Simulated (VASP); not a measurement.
# Rb (P6/mmm) in VASP: further runs, part 2 of 2

VASP 6.6.1. The steps go on from the part before.

### 3 Relaxation of cell and atoms, LDA, target pressure 4.2 GPa, at which the enthalpy is minimised

This run uses another cell than the first one: it holds 1 atom, not 3.

The input, INCAR:

```
PREC     = Accurate       # precision mode
ENCUT    = 600            # plane-wave cutoff, eV
EDIFF    = 1E-7           # SCF threshold, eV
ISMEAR   = -1             # smearing method
SIGMA    = 0.08           # smearing width, eV
LREAL    = False          # projectors in reciprocal space
LASPH    = True           # aspherical terms in the spheres
NELM     = 100            # most SCF steps
ALGO     = Normal         # electronic algorithm
ISIF     = 3              # what is computed and relaxed
LWAVE    = False          # write WAVECAR
LCHARG   = False          # write CHGCAR
GGA      = CA             # functional
IBRION   = 2              # ionic algorithm
NSW      = 60             # ionic steps
EDIFFG   = -0.005         # ionic threshold
PSTRESS  = 42.0
```

The input, KPOINTS:

```
regular mesh
0
Gamma
  11 11 11
```

The input, POSCAR:

```
Rb
1.0
    3.8828108794      0.0000000000      0.0000000000
   -1.9414054397      3.3626128596      0.0000000000
    0.0000000000      0.0000000000      3.6498422266
Rb
1
Direct
    0.0000000000      0.0000000000      0.0000000000
```

Potentials or basis: VASP PAW LDA potentials, release 64 (Rb_sv).

Run with:

```bash
$ cat potpaw_LDA.64/Rb_sv/POTCAR > POTCAR
$ mpirun -np 1 vasp_std > vasp.out
```

It took 27 s on 1 thread of Intel Xeon 6975P-C (Granite Rapids), shared host; peak memory 0.18 GiB.

Results (log left out):

```
Free energy                                            : -0.7161 eV
Relaxed volume                                         : 47.77 Å³/atom
Relaxed cell                                           : a = 3.908 Å, b = 3.908 Å, c = 3.612 Å, α = 90.00°, β = 90.00°, γ = 120.00°
Space group after relaxing (to 0.05 Å)                 : P6/mmm (No. 191)
Energy change on relaxing (the enthalpy is what falls) : -3.9 meV/atom
Ionic steps                                            : 4
Pressure after relaxing                                : 4.2 GPa
```

Step by step:
| step | energy change (eV) | largest force (eV/Å) | pressure (GPa) | volume (Å³) |
| --- | --- | --- | --- | --- |
| 1 | 0.0000 | 0.0000 | 4.22 | 47.65 |
| 2 | -0.0017 | 0.0000 | 4.22 | 47.70 |
| 3 | -0.0043 | 0.0000 | 4.20 | 47.79 |
| 4 | -0.0039 | 0.0000 | 4.19 | 47.77 |

Final structure:
```
Rb
1.0
     3.90787    0.00000    0.00000
    -1.95394    3.38432    0.00000
     0.00000    0.00000    3.61230
Rb
1
Direct
  0.00000 0.00000 0.00000
```

Levels at points of the mesh, in eV from the Fermi level:
| k point | band 2 | band 3 | band 4 | band 5 | band 6 | band 7 | band 8 |
| --- | --- | --- | --- | --- | --- | --- | --- |
| (0.00, 0.00, 0.00) | -12.74 | -12.74 | -12.66 | -2.85 | 2.03 | 3.87 | 3.87 |

Caveat: the cell is relaxed towards a set pressure, so the enthalpy falls and the energy may rise.

### 4 Relaxation of cell and atoms, LDA, target pressure 4.2 GPa, at which the enthalpy is minimised

This run uses another cell than the first one: it holds 1 atom, not 3.

The input, INCAR:

```
SYSTEM = Rb
  PREC = Accurate
  ENCUT = 600
  EDIFF = 1E-7
  ISMEAR = -1
  SIGMA = 0.08
  LREAL = .False.
  LASPH = .True.
  NELM = 80
  ALGO = Normal
  ISIF = 3
  LWAVE = .False.
  LCHARG = .False.
  GGA = CA
  IBRION = 2
  NSW = 32
  EDIFFG = -0.005
  PSTRESS = 42.0
```

The input, KPOINTS:

```
Automatic mesh
0
Gamma
  11 11 11
  0 0 0
```

The input, POSCAR:

```
Rb
1.0
    3.9064586569      0.0000000000      0.0000000000
   -1.9532293284      3.3830924357      0.0000000000
    0.0000000000      0.0000000000      3.6111531464
Rb
1
Direct
    0.0000000000      0.0000000000      0.0000000000
```

Potentials or basis: VASP PAW LDA potentials, release 64 (Rb_sv).

Run with:

```bash
$ cat potpaw_LDA.64/Rb_sv/POTCAR > POTCAR
$ mpirun -np 1 vasp_std > vasp.out
```

OUTCAR:

```text
SYSTEM = Rb
   PREC = Accurate
   ENCUT = 600
   EDIFF = 1E-7
   ISMEAR = -1
   LREAL = .False.
   LASPH = .True.
   NELM = 80
   ISIF = 3
   GGA = CA
   IBRION = 2
   NSW = 32
   EDIFFG = -0.005
   PSTRESS = 42.0

 ion  position               nearest neighbor table
   1  0.000  0.000  0.000-

  LATTYP: Found a hexagonal cell.
 ALAT       =     3.9064586569
 C/A-ratio  =     0.9244058273

[... 440 lines left out ...]
  band No.  band energies     occupation
      1     -27.1111      2.00000
      2     -11.3377      2.00000
      3     -11.0555      2.00000
      4     -10.9212      2.00000
      5       0.1602      2.00000
      6       4.0646      0.00000
      7       4.4322      0.00000
      8       6.7062      0.00000

 [... further k-points ...]
[... 5 lines left out ...]
  --------------------------------------------------------------------------------------
  -------------------------------------------------------------------------------------
  Total        1.2499339      1.2499339      1.2513052      0.0000000     -0.0000000      0.0000000
  in kB       41.9618502     41.9618502     42.0078847      0.0000000     -0.0000000      0.0000000
  external PRESSURE =      -0.0228050 kB  Pullay stress =      42.0000000 kB

 VOLUME and BASIS-vectors are now :
 -----------------------------------------------------------------------------
  energy-cutoff  :      600.00
  volume of cell :       47.72
      direct lattice vectors                 reciprocal lattice vectors
     3.906458657  0.000000000  0.000000000     0.255986326  0.147793774  0.000000000
    -1.953229328  3.383092436  0.000000000     0.000000000  0.295587549  0.000000000
     0.000000000  0.000000000  3.611153146     0.000000000  0.000000000  0.276919853

 POSITION                                       TOTAL-FORCE (eV/Angst)
 -----------------------------------------------------------------------------------
      0.00000      0.00000      0.00000         0.000000      0.000000      0.000000
 -----------------------------------------------------------------------------------
    total drift:                                0.000000      0.000000     -0.000000

  FREE ENERGIE OF THE ION-ELECTRON SYSTEM (eV)
  ---------------------------------------------------
  free  energy   TOTEN  =        -0.7148261513 eV

  energy  without entropy=       -0.6886979790  energy(sigma->0) =       -0.70176207

  enthalpy is  TOTEN    =         0.5362441408 eV   P V=        1.2510702921

 reached required accuracy - stopping structural energy minimisation
```

Run time: 10 s. Hardware: 1 thread of Intel Xeon 6975P-C (Granite Rapids), shared host; peak memory 0.18 GiB.

What came out:

```yaml
Free_energy: -0.7148 eV
Pressure_after_relaxing: 4.2 GPa
```

Final structure:
```
CELL_PARAMETERS angstrom
3.90646 0.00000 0.00000
-1.95323 3.38309 0.00000
0.00000 0.00000 3.61115
ATOMIC_POSITIONS crystal
Rb 0.00000 0.00000 0.00000
```

Caveat: the relaxation stopped at its first step, so nothing moved; the cell is relaxed towards a set pressure, so the enthalpy falls and the energy may rise.

### 5 The runs side by side

```tsv
task	cell	k mesh	cutoff (eV)	gap on the mesh (eV)	pressure (GPa)
single point	a = 6.507, b = 6.507, c = 3.860 Å, angles 90.0, 90.0, 120.0°, 3 atoms	6 × 6 × 8	520	none	4.2
relaxation of cell and atoms	relaxed to 4.2 GPa from a = 3.883, b = 3.883, c = 3.650 Å, angles 90.0, 90.0, 120.0°, 1 atom	11 × 11 × 11	600	none	4.2
relaxation of cell and atoms	relaxed to 4.2 GPa from a = 3.906, b = 3.906, c = 3.611 Å, angles 90.0, 90.0, 120.0°, 1 atom	11 × 11 × 11	600	none	4.2
```

Alike in all rows: level LDA; potentials or basis VASP PAW LDA potentials, release 64 (Rb_sv); no spin polarisation; smearing fermi-dirac 0.08 eV.

Caveats: the cell is relaxed towards a set pressure, so the enthalpy falls and the energy may rise (some runs); the relaxation stopped at its first step, so nothing moved (some runs).

Absolute energies hang on the potentials; compare differences alone.
